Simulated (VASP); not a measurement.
**Ca2SiN2: single point with PBE**

The system is Ca2SiN2.

```
Ca Si N
1.0
     5.50815    0.00000    0.00000
    -2.75407    4.77020    0.00000
     0.00000    0.00000    5.14040
Ca Si N
2 1 2
Direct
  0.33333 0.66667 0.00000
  0.66667 0.33333 0.00000
  0.00000 0.00000 0.00000
  0.00000 0.00000 0.61450
  0.00000 0.00000 0.38550
```

The cell was built from a structure type or drawn by symmetry, and may not be a known phase.

```json
{
 "Program": "VASP 6.6.1",
 "Task": "single point",
 "Functional": "PBE",
 "Potentials or basis": "VASP PAW PBE potentials, release 64 (Ca_sv, Si, N)",
 "Cutoff": "600 eV",
 "k mesh": "6 × 6 × 4",
 "Occupations": "gaussian, width 0.1 eV",
 "Spin": "no spin polarisation",
 "Dipole correction": "no",
 "Further INCAR settings": "ALGO = Normal; EDIFF = 1e-06; NBANDS = 25"
}
```

```json
{
 "Pressure": "0.4 GPa",
 "Largest force": "0.549 eV/Å",
 "Band gap on the k mesh": "zero (bands 17 and 18 overlap by 0.91 eV)"
}
```

Forces in eV/Å, atoms in the order of the input:
```
Ca   0.000  0.000  0.000
Ca   0.000  0.000  0.000
Si   0.000  0.000  0.000
N    0.000  0.000  0.549
N    0.000  0.000 -0.549
```

Stress tensor (GPa, compression positive):
```
0.25 0.00 0.00
0.00 0.25 0.00
0.00 0.00 0.63
```

Levels at points of the mesh, in eV from the Fermi level:
| k point | band 14 | band 15 | band 16 | band 17 | band 18 | band 19 | band 20 | band 21 |
| --- | --- | --- | --- | --- | --- | --- | --- | --- |
| (0.00, 0.00, 0.00) | -3.42 | -1.27 | -1.27 | -0.92 | 0.19 | 0.19 | 1.27 | 1.27 |
| (0.50, 0.00, 0.00) | -2.62 | -2.39 | -0.87 | -0.47 | -0.19 | -0.08 | 0.69 | 1.18 |
| (0.00, 0.00, 0.50) | -4.71 | -2.50 | -2.50 | -0.08 | 1.01 | 1.10 | 1.10 | 1.51 |
| (0.50, 0.00, 0.50) | -4.14 | -3.29 | -2.27 | 0.04 | 0.58 | 0.75 | 0.95 | 1.18 |

Run time: 40 s on 1 thread of Intel(R) Xeon(R) 6975P-C (Granite Rapids), with other jobs on the host, peak memory 0.34 GiB.

Caveat: the standard files for N, O and F lose accuracy on very short bonds.
